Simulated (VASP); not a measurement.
# Cu3N (Pm-3m) in VASP: further runs

Runs on Cu3N. Level: r2SCAN. Tasks: single point.

All numbers are computed with VASP 6.6.1; they aren't measurements. Logs are shortened: lines on timing, memory, paths and dates and some standing lists are left out, and cuts for length are marked.

### 1 The cell of the first run

Symmetry: Pm-3m, No. 221, cubic system. The conventional cell has a = 3.827 Å, b = 3.827 Å, c = 3.827 Å, α = 90.00°, β = 90.00°, γ = 90.00°. Cu (site symmetry 4/mmm) has 2 N at 1.91 Å within 2.5 Å. Within 2.5 Å of N (site symmetry m-3m) lie 6 Cu at 1.91 Å.

### 2 Single point, r2SCAN (volume changed by +3%)

The input, POSCAR:

```
Cu3N
1.0
    3.8268910531      0.0000000000      0.0000000000
    0.0000000000      3.8268910531      0.0000000000
    0.0000000000      0.0000000000      3.8268910531
Cu N
3 1
Direct
    0.5000000000      0.0000000000      0.0000000000
    0.0000000000      0.5000000000      0.0000000000
    0.0000000000      0.0000000000      0.5000000000
    0.0000000000      0.0000000000      0.0000000000
```

The input, INCAR.step1:

```
SYSTEM = Cu3N
PREC     = Accurate       ! precision mode
ENCUT    = 660            ! plane-wave cutoff, eV
ISMEAR   = -1             ! smearing method
SIGMA    = 0.02           ! smearing width, eV
LREAL    = .FALSE.        ! projectors in reciprocal space
LASPH    = .TRUE.         ! aspherical terms in the spheres
NELM     = 120            ! most SCF steps
NBANDS   = 27             ! bands
GGA      = PE             ! functional
ALGO     = Normal         ! electronic algorithm
EDIFF    = 1E-5           ! SCF threshold, eV
LWAVE    = .TRUE.         ! write WAVECAR
LCHARG   = .FALSE.        ! write CHGCAR
GGA_COMPAT= .FALSE.
```

The input, INCAR.step2:

```
SYSTEM = Cu3N
PREC     = Accurate       ! precision mode
ENCUT    = 660            ! plane-wave cutoff, eV
EDIFF    = 1E-6           ! SCF threshold, eV
ISMEAR   = -1             ! smearing method
SIGMA    = 0.02           ! smearing width, eV
LREAL    = .FALSE.        ! projectors in reciprocal space
LASPH    = .TRUE.         ! aspherical terms in the spheres
NELM     = 120            ! most SCF steps
ALGO     = Normal         ! electronic algorithm
ISIF     = 2              ! what is computed and relaxed
LWAVE    = .FALSE.        ! write WAVECAR
LCHARG   = .FALSE.        ! write CHGCAR
METAGGA  = R2SCAN         ! meta-GGA
LMIXTAU  = .TRUE.       
NBANDS   = 27             ! bands
ISTART   = 1            
GGA_COMPAT= .FALSE.
```

The input, KPOINTS:

```
regular mesh
0
G
  6 6 6
  0 0 0
```

Potentials or basis: VASP PAW PBE potentials, release 64 (Cu, N).

Started as:

```sh
cat potpaw_PBE.64/Cu/POTCAR potpaw_PBE.64/N/POTCAR > POTCAR
cp INCAR.step1 INCAR
mpirun -np 1 vasp_std > vasp.out
cp INCAR.step2 INCAR
mpirun -np 1 vasp_std > vasp.out
```

OUTCAR:

```text
SYSTEM = Cu3N
   PREC = Accurate
   ENCUT = 660
   EDIFF = 1E-6
   ISMEAR = -1
   LREAL = .FALSE.
   LASPH = .TRUE.
   NELM = 120
   ISIF = 2
   METAGGA = R2SCAN
   ISTART = 1

 ion  position               nearest neighbor table
   1  0.500  0.000  0.000-   4 1.91   4 1.91   2 2.71   3 2.71   2 2.71   2 2.71   3 2.71   3 2.71
                             3 2.71   2 2.71
   2  0.000  0.500  0.000-   4 1.91   4 1.91   1 2.71   3 2.71   1 2.71   3 2.71   3 2.71   3 2.71
                             1 2.71   1 2.71
   3  0.000  0.000  0.500-   4 1.91   4 1.91   1 2.71   1 2.71   2 2.71   2 2.71   2 2.71   2 2.71
                             1 2.71   1 2.71
   4  0.000  0.000  0.000-   1 1.91   2 1.91   3 1.91   3 1.91   2 1.91   1 1.91

  LATTYP: Found a simple cubic cell.
 ALAT       =     3.8268910531

  Lattice vectors:

 A1 = (   3.8268910531,   0.0000000000,   0.0000000000)
 A2 = (   0.0000000000,   3.8268910531,   0.0000000000)
 A3 = (   0.0000000000,   0.0000000000,   3.8268910531)

Analysis of symmetry for initial positions (statically):
=====================================================================
 Subroutine PRICEL returns:
 Original cell was already a primitive cell.

 Routine SETGRP: Setting up the symmetry group for a
 simple cubic supercell.

 Subroutine GETGRP returns: Found 48 space group operations
[... 9 lines left out ...]

 Routine SETGRP: Setting up the symmetry group for a
 simple cubic supercell.

 Subroutine GETGRP returns: Found 48 space group operations
[... 11 lines left out ...]
                                     Primitive cell

  volume of cell :      56.0452

  direct lattice vectors                    reciprocal lattice vectors
     3.826891053  0.000000000  0.000000000     0.261308719  0.000000000  0.000000000
     0.000000000  3.826891053  0.000000000     0.000000000  0.261308719  0.000000000
     0.000000000  0.000000000  3.826891053     0.000000000  0.000000000  0.261308719

  length of vectors
     3.826891053  3.826891053  3.826891053     0.261308719  0.261308719  0.261308719

  position of ions in fractional coordinates (direct lattice)
     0.500000000  0.000000000  0.000000000
     0.000000000  0.500000000  0.000000000
     0.000000000  0.000000000  0.500000000
     0.000000000  0.000000000  0.000000000

  ion indices of the primitive-cell ions
   primitive index   ion index
                 1           1
                 2           2
                 3           3
                 4           4

----------------------------------------------------------------------------------------

 KPOINTS: regular mesh

Automatic generation of k-mesh.
 Grid dimensions read from file:
 generate k-points for:    6    6    6

 Generating k-lattice:

  Cartesian coordinates                     Fractional coordinates (reciprocal lattice)
     0.043551453  0.000000000  0.000000000     0.166666667  0.000000000  0.000000000
     0.000000000  0.043551453  0.000000000     0.000000000  0.166666667  0.000000000
     0.000000000  0.000000000  0.043551453     0.000000000  0.000000000  0.166666667

  Length of vectors
     0.043551453  0.043551453  0.043551453

  Shift w.r.t. Gamma in fractional coordinates (k-lattice)
     0.000000000  0.000000000  0.000000000

 Subroutine IBZKPT returns following result:
 ===========================================

 Found     20 irreducible k-points:

 Following reciprocal coordinates:
            Coordinates               Weight
  0.000000  0.000000  0.000000      1.000000
  0.166667  0.000000  0.000000      6.000000
  0.333333  0.000000  0.000000      6.000000
  0.500000  0.000000  0.000000      3.000000
  0.166667  0.166667  0.000000     12.000000
  0.333333  0.166667  0.000000     24.000000
[... 12 lines left out ...]
  0.500000  0.500000  0.333333      6.000000
  0.500000  0.500000  0.500000      1.000000
   k-points           NKPTS =     20   k-points in BZ     NKDIM =     20   number of bands    NBANDS=     27
   number of dos      NEDOS =    301   number of ions     NIONS =      4
   total plane-waves  NPLWV =  32768
   dimension x,y,z NGX =    32 NGY =   32 NGZ =   32
   dimension x,y,z NGXF=    64 NGYF=   64 NGZF=   64
   ions per type =               3   1
   NGX,Y,Z   is equivalent  to a cutoff of  13.90, 13.90, 13.90 a.u.
   NGXF,Y,Z  is equivalent  to a cutoff of  27.80, 27.80, 27.80 a.u.
 SYSTEM =  Cu3N
   PREC   = accura    normal or accurate (medium, high low for compatibility)
   ISTART =      1    job   : 0-new  1-cont  2-samecut
   ICHARG =      0    charge: 1-file 2-atom 10-const
   ISPIN  =      1    spin polarized calculation?
   LNONCOLLINEAR =      F non collinear calculations
   LSORBIT =      F    spin-orbit coupling
   LASPH  =      T    aspherical Exc in radial PAW
   ENCUT  =  660.0 eV  48.51 Ry    6.96 a.u.   8.02  8.02  8.02*2*pi/ulx,y,z
   NELM   =    120;   NELMIN=  2; NELMDL=  0     # of ELM steps
   EDIFF  = 0.1E-05   stopping-criterion for ELM
   LREAL  =      F    real-space projection
   EDIFFG = 0.1E-04   stopping-criterion for IOM
   NSW    =      0    number of steps for IOM
   IBRION =     -1    ionic relax: 0-MD 1-quasi-New 2-CG
   NFREE  =      0    steps in history (QN), initial steepest desc. (CG)
   ISIF   =      2    stress and relaxation
   ISYM   =      2    0-nonsym 1-usesym 2-fastsym
   POTIM  = 0.5000    time-step for ionic-motion
   TEBEG  =    0.0;   TEEND  =   0.0 temperature during run
   PSTRESS=    0.0 pullay stress
   NELECT =      38.0000    total number of electrons
   NUPDOWN=      -1.0000    fix difference up-down
   EMIN   =  10.00;   EMAX   =-10.00  energy-range for DOS
   EFERMI =   0.00;   METHOD = LEGACY
   ISMEAR =    -1;   SIGMA  =   0.02  broadening in eV -4-tet -1-fermi 0-gaus
   EFERMI_NEDOS =   21; number of points for ismear=-14 and -15
   IALGO  =     38    algorithm
   IMIX   =      4    mixing-type and parameters
     AMIX     =   0.40;   BMIX     =  1.00
     AMIX_MAG =   1.60;   BMIX_MAG =  1.00
  volume/ion in A,a.u.               =      14.01        94.55
  Fermi-wavevector in a.u.,A,eV,Ry     =   1.438213  2.717829 28.143068  2.068457
  Thomas-Fermi vector in A             =   2.557205
   LORBIT       =      0    0 simple, 1 ext, 2 COOP (PROOUT), +10 PAW based schemes
   METAGGA = R2SCAN    functional components
   LHFCALC =     F    Hartree Fock is set to
   AEXX    =    0.0000 exact exchange contribution
   IVDW    =     0    specifies the selected vdW correction
   LEPSILON=     F    determine dielectric tensor
   LRPA    =     F    only Hartree local field effects (RPA)
 non-spin polarized calculation
  energy-cutoff  :      660.00
  volume of cell :       56.05
 maximum number of plane-waves:      2178
   NGX = 17   NGY = 17   NGZ = 17

 number of electron      37.9999975 magnetization

 Free energy of the ion-electron system (eV)
  ---------------------------------------------------
  ext. energy  EPLUGINS =         0.00000000
  ---------------------------------------------------
  free energy    TOTEN  =       -40.69887500 eV

  energy without entropy =      -40.69887333  energy(sigma->0) =      -40.69887416

 E-fermi :   4.8444     XC(G=0): -11.3716

 val. band max:        4.6686013353   @ k =   0.5000   0.5000   0.5000
 cond. band min:       5.0200845848   @ k =   0.5000   0.5000   0.0000
 fundamental gap:      0.3514832495
 Fermi energy:         4.8443523673

 k-point     1 :       0.0000    0.0000    0.0000
  band No.  band energies     occupation
      1     -12.9538      2.00000
      2      -0.5526      2.00000
      3      -0.1724      2.00000
      4      -0.1724      2.00000
      5      -0.1724      2.00000
      6       0.7730      2.00000
[... 19 lines left out ...]
     26      17.4091      0.00000
     27      17.4091      0.00000

 k-point     2 :       0.1667    0.0000    0.0000
  band No.  band energies     occupation
      1     -12.8602      2.00000
      2      -1.1898      2.00000
      3      -0.4373      2.00000
      4      -0.4373      2.00000
      5      -0.1897      2.00000
      6       0.8002      2.00000
[... 19 lines left out ...]
     26      15.9642      0.00000
     27      16.3204      0.00000

 k-point     3 :       0.3333    0.0000    0.0000
  band No.  band energies     occupation
      1     -12.6605      2.00000
      2      -2.3780      2.00000
      3      -0.7753      2.00000
      4      -0.7753      2.00000
      5       0.3338      2.00000
      6       0.8582      2.00000
[... 19 lines left out ...]
     26      14.9523      0.00000
     27      14.9547      0.00000

 k-point     4 :       0.5000    0.0000    0.0000
  band No.  band energies     occupation
      1     -12.5534      2.00000
      2      -2.8735      2.00000
      3      -0.9048      2.00000
      4      -0.9048      2.00000
      5       0.8056      2.00000
      6       0.8892      2.00000
[... 19 lines left out ...]
     26      14.3995      0.00000
     27      14.3995      0.00000

 k-point     5 :       0.1667    0.1667    0.0000
  band No.  band energies     occupation
      1     -12.7662      2.00000
      2      -1.3176      2.00000
      3      -1.2190      2.00000
      4      -0.6415      2.00000
      5       0.0398      2.00000
      6       0.9276      2.00000
[... 19 lines left out ...]
     26      14.1936      0.00000
     27      15.6651      0.00000

 k-point     6 :       0.3333    0.1667    0.0000
  band No.  band energies     occupation
      1     -12.5656      2.00000
      2      -2.4197      2.00000
      3      -1.4413      2.00000
      4      -0.9353      2.00000
      5       0.5310      2.00000
      6       1.0351      2.00000
[... 324 lines left out ...]
      1     -12.0590      2.00000
      2      -2.6729      2.00000
      3      -2.6729      2.00000
      4      -2.6303      2.00000
      5       1.1918      2.00000
      6       1.4563      2.00000
[... 19 lines left out ...]
     26      13.4479      0.00000
     27      18.6803      0.00000

 k-point    18 :       0.5000    0.3333    0.3333
  band No.  band energies     occupation
      1     -11.9474      2.00000
      2      -3.0863      2.00000
      3      -2.7251      2.00000
      4      -2.6889      2.00000
      5       1.1663      2.00000
      6       1.5134      2.00000
[... 19 lines left out ...]
     26      13.2821      0.00000
     27      17.9805      0.00000

 k-point    19 :       0.5000    0.5000    0.3333
  band No.  band energies     occupation
      1     -11.8346      2.00000
      2      -3.1252      2.00000
      3      -3.1252      2.00000
      4      -2.7572      2.00000
      5       1.1030      2.00000
      6       1.6247      2.00000
[... 19 lines left out ...]
     26      13.1255      0.00000
     27      17.1317      0.00000

 k-point    20 :       0.5000    0.5000    0.5000
  band No.  band energies     occupation
      1     -11.7205      2.00000
      2      -3.1668      2.00000
      3      -3.1668      2.00000
      4      -3.1668      2.00000
      5       1.0248      2.00000
      6       1.6505      2.00000
[... 19 lines left out ...]
     26      13.1671      0.00000
     27      15.9672      0.00000

------------------------ aborting loop because EDIFF is reached ----------------------------------------

  FORCE on cell =-STRESS in cart. coord.  units (eV):
  Direction    XX          YY          ZZ          XY          YZ          ZX
  --------------------------------------------------------------------------------------
  -------------------------------------------------------------------------------------
  Total       -1.0458152     -1.0458152     -1.0458152      0.0000000      0.0000000     -0.0000000
  in kB      -29.8969736    -29.8969736    -29.8969736      0.0000000      0.0000000     -0.0000000
  external PRESSURE =     -29.8969736 kB  Pullay stress =       0.0000000 kB

 VOLUME and BASIS-vectors are now :
 -----------------------------------------------------------------------------
  energy-cutoff  :      660.00
  volume of cell :       56.05
      direct lattice vectors                 reciprocal lattice vectors
     3.826891053  0.000000000  0.000000000     0.261308719  0.000000000  0.000000000
     0.000000000  3.826891053  0.000000000     0.000000000  0.261308719  0.000000000
     0.000000000  0.000000000  3.826891053     0.000000000  0.000000000  0.261308719

 POSITION                                       TOTAL-FORCE (eV/Angst)
 -----------------------------------------------------------------------------------
      1.91345      0.00000      0.00000         0.000000      0.000000      0.000000
      0.00000      1.91345      0.00000         0.000000      0.000000      0.000000
      0.00000      0.00000      1.91345         0.000000      0.000000      0.000000
      0.00000      0.00000      0.00000         0.000000      0.000000      0.000000
 -----------------------------------------------------------------------------------
    total drift:                                0.000000      0.000000     -0.000000

  FREE ENERGIE OF THE ION-ELECTRON SYSTEM (eV)
  ---------------------------------------------------
  free  energy   TOTEN  =       -40.6988749989 eV

  energy  without entropy=      -40.6988733300  energy(sigma->0) =      -40.69887416
```

Run time: 41 s. Hardware: 1 thread of Intel Xeon 6975P-C (Granite Rapids), shared host; peak memory 0.2 GiB.

What came out:

* Free energy: -40.6989 eV
* Pressure: -3.0 GPa
* Band gap on the k mesh: 0.35 eV, indirect (least direct gap 0.95 eV)

Levels at points of the mesh, in eV from the valence-band top:
```tsv
k point	band 16	band 17	band 18	band 19	band 20	band 21	band 22	band 23
(0.00, 0.00, 0.00)	-1.90	-1.90	-1.90	-1.84	1.12	5.61	5.61	6.98
(0.50, 0.00, 0.00)	-2.22	-1.90	-1.45	-1.45	1.77	3.54	7.19	7.52
(0.50, 0.50, 0.00)	-2.20	-1.09	-1.09	-0.71	0.35	3.90	5.12	5.12
(0.50, 0.50, 0.50)	-1.93	0.00	0.00	0.00	1.04	1.04	1.04	6.32
```

Caveat: the PAW data sets were made with another functional, which shifts forces and pressure a little. A k mesh can miss the band edges.

(Part 1 of 2 ends here.)
